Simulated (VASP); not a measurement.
## Li27H26F (a cell with a defect): electric field gradients with PBE

System: Li27H26F (a cell with a defect).

```
Li F H
1.0
     0.00000    6.02586    6.02586
     6.02586    0.00000    6.02586
     6.02586    6.02586    0.00000
Li F H
27 1 26
Direct
  0.00000 0.00000 0.00000
  0.00000 0.00000 0.33333
  0.00000 0.00000 0.66667
  0.00000 0.33333 0.00000
  0.00000 0.33333 0.33333
  0.00000 0.33333 0.66667
  0.00000 0.66667 0.00000
  0.00000 0.66667 0.33333
  0.00000 0.66667 0.66667
  0.33333 0.00000 0.00000
  0.33333 0.00000 0.33333
  0.33333 0.00000 0.66667
  0.33333 0.33333 0.00000
  0.33333 0.33333 0.33333
  0.33333 0.33333 0.66667
  0.33333 0.66667 0.00000
  0.33333 0.66667 0.33333
  0.33333 0.66667 0.66667
  0.66667 0.00000 0.00000
  0.66667 0.00000 0.33333
  0.66667 0.00000 0.66667
  0.66667 0.33333 0.00000
  0.66667 0.33333 0.33333
  0.66667 0.33333 0.66667
  0.66667 0.66667 0.00000
  0.66667 0.66667 0.33333
  0.66667 0.66667 0.66667
  0.16667 0.16667 0.16667
  0.16667 0.16667 0.50000
  0.16667 0.16667 0.83333
  0.16667 0.50000 0.16667
  0.16667 0.50000 0.50000
  0.16667 0.50000 0.83333
  0.16667 0.83333 0.16667
  0.16667 0.83333 0.50000
  0.16667 0.83333 0.83333
  0.50000 0.16667 0.16667
  0.50000 0.16667 0.50000
  0.50000 0.16667 0.83333
  0.50000 0.50000 0.16667
  0.50000 0.50000 0.50000
  0.50000 0.50000 0.83333
  0.50000 0.83333 0.16667
  0.50000 0.83333 0.50000
  0.50000 0.83333 0.83333
  0.83333 0.16667 0.16667
  0.83333 0.16667 0.50000
  0.83333 0.16667 0.83333
  0.83333 0.50000 0.16667
  0.83333 0.50000 0.50000
  0.83333 0.50000 0.83333
  0.83333 0.83333 0.16667
  0.83333 0.83333 0.50000
  0.83333 0.83333 0.83333
```

* Program: VASP 6.6.1
* Task: electric field gradients
* Functional: PBE
* Potentials or basis: VASP PAW PBE potentials, release 64 (Li_sv, F, H)
* Cutoff: 520 eV
* k mesh: 3 × 3 × 3
* Occupations: fermi-dirac, width 0.01 eV
* Spin: no spin polarisation
* Dipole correction: no
* Further INCAR settings: LREAL = Auto; ALGO = Normal; EDIFF = 1e-08; NBANDS = 90

The largest force is 0.033 eV/Å. The band gap on the k mesh is 3.50 eV and the largest electric field gradient by atom is Li +0.04, +0.15, +0.03, +0.14, +0.01, +0.00 (each value once); F +0.01; H +0.12, -0.00, +0.02, +0.00 (each value once) V/Å².

Forces in eV/Å, atoms in the order of the input:
```
Li  -0.012 -0.012 -0.012
Li   0.000  0.000  0.021
Li   0.012  0.012 -0.012
Li   0.000  0.021  0.000
Li  -0.021  0.000  0.000
Li  -0.004  0.004  0.000
Li   0.012 -0.012  0.012
Li  -0.004  0.000  0.004
Li   0.000  0.004  0.004
Li   0.021  0.000  0.000
Li   0.000 -0.021  0.000
Li   0.004 -0.004  0.000
Li   0.000  0.000 -0.021
Li   0.012  0.012  0.012
Li  -0.012 -0.012  0.012
Li   0.004  0.000 -0.004
Li  -0.012  0.012 -0.012
Li   0.000 -0.004 -0.004
Li  -0.012  0.012  0.012
Li   0.000 -0.004  0.004
Li   0.004  0.000  0.004
Li   0.000  0.004 -0.004
Li   0.012 -0.012 -0.012
Li  -0.004  0.000 -0.004
Li   0.004  0.004  0.000
Li  -0.004 -0.004  0.000
Li   0.000  0.000  0.000
F    0.000  0.000  0.000
H    0.023  0.023  0.000
H   -0.023 -0.023  0.000
H    0.023  0.000  0.023
H   -0.001  0.001  0.001
H    0.000 -0.023  0.023
H   -0.023  0.000 -0.023
H    0.000  0.023 -0.023
H    0.001 -0.001 -0.001
H    0.000  0.023  0.023
H    0.001 -0.001  0.001
H   -0.023  0.000  0.023
H    0.001  0.001 -0.001
H   -0.001 -0.001 -0.001
H    0.000  0.000 -0.003
H   -0.023  0.023  0.000
H    0.000 -0.003  0.000
H    0.003  0.000  0.000
H    0.000 -0.023 -0.023
H    0.023  0.000 -0.023
H   -0.001  0.001 -0.001
H    0.023 -0.023  0.000
H   -0.003  0.000  0.000
H    0.000  0.003  0.000
H   -0.001 -0.001  0.001
H    0.000  0.000  0.003
H    0.001  0.001  0.001
```

Levels at points of the mesh, in eV from the valence-band top:
| k point | band 55 | band 56 | band 57 | band 58 | band 59 | band 60 |
| --- | --- | --- | --- | --- | --- | --- |
| (0.00, 0.00, 0.00) | -0.87 | -0.87 | -0.87 | 5.12 | 5.12 | 5.12 |

Wall time 18 min on 1 thread of Intel Xeon 8259CL (shared host), peak memory 0.59 GiB.

Caveat: without QUAD_EFG the Cq values of the log hold for a quadrupole moment of 1 mb, not for the nuclei.
